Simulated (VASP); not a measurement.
# Pb (Im-3m) in VASP: a series of runs

Pb is run at these levels: PBEsol; tasks: single point, relaxation of cell and atoms.

All numbers are computed with VASP 6.6.1; they aren't measurements. Logs are shortened: lines on timing, memory, paths and dates and some standing lists are left out, and cuts for length are marked.

### Step 1. The cell of the first run

Symmetry: Im-3m, No. 229, cubic system. Conventional cell: a = 3.791 Å, b = 3.791 Å, c = 3.791 Å, α = 90.00°, β = 90.00°, γ = 90.00°. Pb (site symmetry m-3m) has 14 Pb at 3.28 to 3.79 Å within 4.3 Å.

This isn't the form of Pb at room conditions, which is fcc.

### Step 2. Single point, PBEsol

Input file INCAR:

```
SYSTEM = Pb
  PREC = Accurate
  ENCUT = 520
  EDIFF = 1E-7
  ISMEAR = -1
  SIGMA = 0.05
  LREAL = .False.
  LASPH = .True.
  NELM = 60
  ALGO = Normal
  ISIF = 2
  LWAVE = .False.
  LCHARG = .True.
  GGA = PS
  LELF = .True.
  LVHAR = .True.
  NBANDS = 13
```

Input file KPOINTS:

```
regular mesh
0
Gamma
  9 9 9
  0 0 0
```

Input file POSCAR:

```
Pb
1.0
   -1.8954034313      1.8954034313      1.8954034313
    1.8954034313     -1.8954034313      1.8954034313
    1.8954034313      1.8954034313     -1.8954034313
Pb
1
Direct
    0.0000000000      0.0000000000      0.0000000000
```

Potentials or basis: VASP PAW PBE potentials, release 64 (Pb_d).

On the command line:

```
cat potpaw_PBE.64/Pb_d/POTCAR > POTCAR
mpirun -np 1 vasp_std > vasp.out
```

OUTCAR:

```text
SYSTEM = Pb
   PREC = Accurate
   ENCUT = 520
   EDIFF = 1E-7
   ISMEAR = -1
   LREAL = .False.
   LASPH = .True.
   NELM = 60
   ISIF = 2
   GGA = PS

 ion  position               nearest neighbor table
   1  0.000  0.000  0.000-

  LATTYP: Found a body centered cubic cell.
 ALAT       =     3.7908068626

  Lattice vectors:

 A1 = (  -1.8954034313,   1.8954034313,   1.8954034313)
 A2 = (   1.8954034313,  -1.8954034313,   1.8954034313)
 A3 = (   1.8954034313,   1.8954034313,  -1.8954034313)

Analysis of symmetry for initial positions (statically):
=====================================================================
 Subroutine PRICEL returns:
 Original cell was already a primitive cell.

 Routine SETGRP: Setting up the symmetry group for a
 body centered cubic supercell.

 Subroutine GETGRP returns: Found 48 space group operations
 (whereof 48 operations were pure point group operations)
 out of a pool of 48 trial point group operations.

The static configuration has the point symmetry O_h .

Analysis of symmetry for dynamics (positions and initial velocities):
=====================================================================
 Subroutine PRICEL returns:
 Original cell was already a primitive cell.

 Routine SETGRP: Setting up the symmetry group for a
 body centered cubic supercell.

 Subroutine GETGRP returns: Found 48 space group operations
 (whereof 48 operations were pure point group operations)
 out of a pool of 48 trial point group operations.

The dynamic configuration has the point symmetry O_h .

 Subroutine INISYM returns: Found 48 space group operations
 (whereof 48 operations are pure point group operations),
 and found     1 'primitive' translations

----------------------------------------------------------------------------------------

                                     Primitive cell

  volume of cell :      27.2374

  direct lattice vectors                    reciprocal lattice vectors
    -1.895403431  1.895403431  1.895403431     0.000000000  0.263796083  0.263796083
     1.895403431 -1.895403431  1.895403431     0.263796083  0.000000000  0.263796083
     1.895403431  1.895403431 -1.895403431     0.263796083  0.263796083  0.000000000

  length of vectors
     3.282935044  3.282935044  3.282935044     0.373063998  0.373063998  0.373063998

  position of ions in fractional coordinates (direct lattice)
     0.000000000  0.000000000  0.000000000
[... 76 lines left out ...]
   EDIFF  = 0.1E-06   stopping-criterion for ELM
   LREAL  =      F    real-space projection
   EDIFFG = 0.1E-05   stopping-criterion for IOM
   NSW    =      0    number of steps for IOM
   IBRION =     -1    ionic relax: 0-MD 1-quasi-New 2-CG
   NFREE  =      0    steps in history (QN), initial steepest desc. (CG)
   ISIF   =      2    stress and relaxation
   ISYM   =      2    0-nonsym 1-usesym 2-fastsym
   POTIM  = 0.5000    time-step for ionic-motion
   TEBEG  =    0.0;   TEEND  =   0.0 temperature during run
   PSTRESS=    0.0 pullay stress
   NELECT =      14.0000    total number of electrons
   NUPDOWN=      -1.0000    fix difference up-down
   EMIN   =  10.00;   EMAX   =-10.00  energy-range for DOS
   EFERMI =   0.00;   METHOD = LEGACY
   ISMEAR =    -1;   SIGMA  =   0.05  broadening in eV -4-tet -1-fermi 0-gaus
   EFERMI_NEDOS =   21; number of points for ismear=-14 and -15
   IALGO  =     38    algorithm
   IMIX   =      4    mixing-type and parameters
     AMIX     =   0.40;   BMIX     =  1.00
     AMIX_MAG =   1.60;   BMIX_MAG =  1.00
  volume/ion in A,a.u.               =      27.24       183.81
  Fermi-wavevector in a.u.,A,eV,Ry     =   1.311382  2.478152 23.398245  1.719722
  Thomas-Fermi vector in A             =   2.441847
   LORBIT       =      0    0 simple, 1 ext, 2 COOP (PROOUT), +10 PAW based schemes
   GGA     = PS    functional components
   LHFCALC =     F    Hartree Fock is set to
   AEXX    =    0.0000 exact exchange contribution
   IVDW    =     0    specifies the selected vdW correction
   LEPSILON=     F    determine dielectric tensor
   LRPA    =     F    only Hartree local field effects (RPA)
 non-spin polarized calculation
  energy-cutoff  :      520.00
  volume of cell :       27.24
 maximum number of plane-waves:       746
   NGX = 13   NGY = 13   NGZ = 13

 number of electron      13.9999994 magnetization

 Free energy of the ion-electron system (eV)
  ---------------------------------------------------
  ext. energy  EPLUGINS =         0.00000000
  ---------------------------------------------------
  free energy    TOTEN  =        -3.91336163 eV

  energy without entropy =       -3.90957647  energy(sigma->0) =       -3.91146905

 E-fermi :   8.3996     XC(G=0): -10.8744

 val. band max:        8.2152183611   @ k =   0.3333   0.2222  -0.0000
 cond. band min:       8.4575540333   @ k =   0.2222   0.2222   0.1111
 fundamental gap:      0.2423356721
 Fermi energy:         8.3996454199

 k-point     1 :       0.0000    0.0000    0.0000
  band No.  band energies     occupation
      1      -8.8085      2.00000
      2      -8.8085      2.00000
      3      -8.8085      2.00000
      4      -8.4824      2.00000
      5      -8.4824      2.00000
      6      -4.1905      2.00000
      7      17.0160      0.00000
      8      17.0160      0.00000
      9      17.0160      0.00000
     10      19.6166      0.00000
     11      19.6166      0.00000
     12      19.6166      0.00000
     13      21.9885      0.00000
[... 354 lines left out ...]
  band No.  band energies     occupation
      1      -8.8166      2.00000
      2      -8.7480      2.00000
      3      -8.5996      2.00000
      4      -8.5114      2.00000
      5      -8.3162      2.00000
      6       0.9610      2.00000
      7       4.6458      2.00000
      8       9.0788      0.00000
      9      13.4490      0.00000
     10      17.8320      0.00000
     11      19.3429      0.00000
     12      19.8905      0.00000
     13      22.0393      0.00000

 [... further k-points ...]
[... 5 lines left out ...]
  --------------------------------------------------------------------------------------
  -------------------------------------------------------------------------------------
  Total        0.8322247      0.8322247      0.8322247      0.0000000      0.0000000     -0.0000000
  in kB       48.9537767     48.9537767     48.9537767      0.0000000      0.0000000     -0.0000000
  external PRESSURE =      48.9537767 kB  Pullay stress =       0.0000000 kB

 VOLUME and BASIS-vectors are now :
 -----------------------------------------------------------------------------
  energy-cutoff  :      520.00
  volume of cell :       27.24
      direct lattice vectors                 reciprocal lattice vectors
    -1.895403431  1.895403431  1.895403431     0.000000000  0.263796083  0.263796083
     1.895403431 -1.895403431  1.895403431     0.263796083  0.000000000  0.263796083
     1.895403431  1.895403431 -1.895403431     0.263796083  0.263796083  0.000000000

 POSITION                                       TOTAL-FORCE (eV/Angst)
 -----------------------------------------------------------------------------------
      0.00000      0.00000      0.00000        -0.000000      0.000000     -0.000000
 -----------------------------------------------------------------------------------
    total drift:                               -0.000000      0.000000      0.000000

  FREE ENERGIE OF THE ION-ELECTRON SYSTEM (eV)
  ---------------------------------------------------
  free  energy   TOTEN  =        -3.9133616302 eV

  energy  without entropy=       -3.9095764697  energy(sigma->0) =       -3.91146905
```

It took 11 s on 1 thread of Intel Xeon 8259CL, shared host; peak memory 0.14 GiB.

Results:

```
Free energy            : -3.9134 eV
Pressure               : 4.9 GPa
Band gap on the k mesh : zero (bands 7 and 8 overlap by 11.02 eV)
```

Caveat: the cell stands under pressure; the PAW data sets were made with another functional, which shifts forces and pressure a little; spin-orbit coupling is left out, which moves the levels of the heavy elements.

### Step 3. Single point, PBEsol

This run uses another cell than the first one, of 29.65 Å³/atom.

Input file INCAR:

```
  PREC = Accurate
  ENCUT = 520
  EDIFF = 1E-6
  ISMEAR = -1
  SIGMA = 0.05
  LREAL = F
  LASPH = T
  NELM = 100
  ALGO = Normal
  ISIF = 2
  LWAVE = F
  LCHARG = F
  GGA = PS
  NBANDS = 13
```

Input file KPOINTS:

```
Automatic mesh
0
Gamma
  9 9 9
```

Input file POSCAR:

```
Pb
1.0
   -1.9497708760      1.9497708760      1.9497708760
    1.9497708760     -1.9497708760      1.9497708760
    1.9497708760      1.9497708760     -1.9497708760
Pb
1
Direct
    0.0000000000      0.0000000000      0.0000000000
```

Potentials or basis: VASP PAW PBE potentials, release 64 (Pb_d).

On the command line:

```
cat potpaw_PBE.64/Pb_d/POTCAR > POTCAR
mpirun -np 1 vasp_std > vasp.out
```

It took 19 s on 1 thread of Intel Xeon 8259CL, shared host; peak memory 0.16 GiB.

The run converged. Its results:

| Item | Value |
| --- | --- |
| Free energy | -3.9482 eV |
| Pressure | -0.1 GPa |
| Band gap on the k mesh | zero (bands 7 and 8 overlap by 9.98 eV) |

Levels at points of the mesh, in eV from the Fermi level:
```
           k point  band 4  band 5  band 6  band 7  band 8  band 9  band 10  band 11
(0.00, 0.00, 0.00)  -16.86  -16.86  -11.97    7.80    7.80    7.80    11.10    11.10
```

Caveat: the PAW data sets were made with another functional, which shifts forces and pressure a little; spin-orbit coupling is left out, which moves the levels of the heavy elements.

### Step 4. Relaxation of cell and atoms, PBEsol

This run uses another cell than the first one, of 31.03 Å³/atom.

Input file INCAR:

```
PREC     = Accurate       # precision mode
ENCUT    = 600            # plane-wave cutoff, eV
EDIFF    = 1E-6           # SCF threshold, eV
ISMEAR   = -1             # smearing method
SIGMA    = 0.05           # smearing width, eV
LREAL    = False          # projectors in reciprocal space
LASPH    = True           # aspherical terms in the spheres
NELM     = 100            # most SCF steps
ALGO     = Normal         # electronic algorithm
ISIF     = 3              # what is computed and relaxed
LWAVE    = False          # write WAVECAR
LCHARG   = False          # write CHGCAR
GGA      = PS             # functional
IBRION   = 2              # ionic algorithm
NSW      = 60             # ionic steps
EDIFFG   = -0.01          # ionic threshold
```

KPOINTS is that of step 3.

Input file POSCAR:

```
Pb
1.0
   -1.9796595667      1.9796595667      1.9796595667
    1.9796595667     -1.9796595667      1.9796595667
    1.9796595667      1.9796595667     -1.9796595667
Pb
1
Direct
    0.0000000000      0.0000000000      0.0000000000
```

On the command line:

```
cat potpaw_PBE.64/Pb_d/POTCAR > POTCAR
mpirun -np 1 vasp_std > vasp.out
```

It took 44 s on 1 thread of Intel Xeon 8259CL, shared host; peak memory 0.17 GiB.

Results (log left out):

- Free energy: -3.9485 eV
- Relaxed volume: 29.66 Å³/atom
- Relaxed cell: a = 3.377 Å, b = 3.377 Å, c = 3.377 Å, α = 109.47°, β = 109.47°, γ = 109.47°
- Space group after relaxing (to 0.1 Å): Im-3m (No. 229)
- Energy gained by relaxing: 8.8 meV/atom
- Ionic steps: 3
- Pressure after relaxing: 0.0 GPa
- Band gap on the k mesh: zero (bands 7 and 8 overlap by 9.97 eV)

Step by step:
| step | energy change (eV) | largest force (eV/Å) | pressure (GPa) | volume (Å³) |
| --- | --- | --- | --- | --- |
| 1 | 0.0000 | 0.0000 | -1.97 | 31.03 |
| 2 | -0.0083 | 0.0000 | 0.53 | 29.35 |
| 3 | -0.0088 | 0.0000 | -0.01 | 29.66 |

Final structure:
```
Pb
1.0
    -1.94997    1.94997    1.94997
     1.94997   -1.94997    1.94997
     1.94997    1.94997   -1.94997
Pb
1
Direct
  0.00000 0.00000 0.00000
```

Levels at points of the mesh, in eV from the Fermi level:
```csv
k point,band 5,band 6,band 7,band 8,band 9,band 10
"(0.00, 0.00, 0.00)",-16.86,-11.96,7.80,7.80,7.80,11.10
```

Caveat: the PAW data sets were made with another functional, which shifts forces and pressure a little; spin-orbit coupling is left out, which moves the levels of the heavy elements.

### Step 5. Relaxation of cell and atoms, PBEsol, target pressure 2 GPa, at which the enthalpy is minimised

This run uses another cell than the first one, of 31.03 Å³/atom.

Input file INCAR:

```
  PREC = Accurate
  ENCUT = 600
  EDIFF = 1E-6
  ISMEAR = -1
  SIGMA = 0.05
  LREAL = F
  LASPH = T
  NELM = 100
  ALGO = Normal
  ISIF = 3
  LWAVE = F
  LCHARG = F
  GGA = PS
  IBRION = 2
  NSW = 60
  EDIFFG = -0.01
  PSTRESS = 20.0
```

KPOINTS is that of step 4.

POSCAR is that of step 4.

On the command line:

```
cat potpaw_PBE.64/Pb_d/POTCAR > POTCAR
mpirun -np 1 vasp_std > vasp.out
```

Run time: 46 s. Hardware: 1 thread of Intel Xeon 8259CL, shared host; peak memory 0.17 GiB.

Results (log left out):

| Item | Value |
| --- | --- |
| Free energy | -3.9418 eV |
| Relaxed volume | 28.55 Å³/atom |
| Relaxed cell | a = 3.335 Å, b = 3.335 Å, c = 3.335 Å, α = 109.47°, β = 109.47°, γ = 109.47° |
| Space group after relaxing (to 0.1 Å) | Im-3m (No. 229) |
| Energy change on relaxing (the run minimises the enthalpy) | -2.1 meV/atom |
| Ionic steps | 3 |
| Pressure after relaxing | 2.0 GPa |
| Band gap on the k mesh | zero (bands 7 and 8 overlap by 10.43 eV) |

Step by step:
```csv
step,energy change (eV),largest force (eV/Å),pressure (GPa),volume (Å³)
1,0.0000,0.0000,-1.97,31.03
2,0.0132,0.0000,3.86,27.70
3,-0.0021,0.0000,1.99,28.55
```

Final structure:
```
Pb
1.0
    -1.92541    1.92541    1.92541
     1.92541   -1.92541    1.92541
     1.92541    1.92541   -1.92541
Pb
1
Direct
  0.00000 0.00000 0.00000
```

Levels at points of the mesh, in eV from the Fermi level:
```tsv
k point	band 3	band 4	band 5	band 6	band 7	band 8	band 9	band 10	band 11
(0.00, 0.00, 0.00)	-17.15	-16.86	-16.86	-12.24	8.16	8.16	8.16	11.16	11.16
```

Caveat: the cell is relaxed towards a set pressure, so the run minimises the enthalpy, not the energy; the PAW data sets were made with another functional, which shifts forces and pressure a little; spin-orbit coupling is left out, which moves the levels of the heavy elements.

### Step 6. The runs side by side

| task | cell | cutoff (eV) | gap on the mesh (eV) | pressure (GPa) |
| --- | --- | --- | --- | --- |
| single point | a = 3.283 Å, angles 109.5°, 1 atom | 520 | none | 4.9 |
| single point | a = 3.377 Å, angles 109.5°, 1 atom | 520 | none | -0.1 |
| relaxation of cell and atoms | relaxed from a = 3.429 Å, angles 109.5°, 1 atom | 600 | none | 0.0 |
| relaxation of cell and atoms | relaxed to 2 GPa from a = 3.429 Å, angles 109.5°, 1 atom | 600 | none | 2.0 |

Alike in all rows: level PBEsol; potentials or basis VASP PAW PBE potentials, release 64 (Pb_d); no spin polarisation; k mesh 9 × 9 × 9; smearing fermi-dirac 0.05 eV.

Caveats: the PAW data sets were made with another functional, which shifts forces and pressure a little; spin-orbit coupling is left out, which moves the levels of the heavy elements; the cell stands under pressure (at least some runs); the cell is relaxed towards a set pressure, so the run minimises the enthalpy, not the energy (at least some runs).

Absolute energies hang on the potentials; compare differences alone.
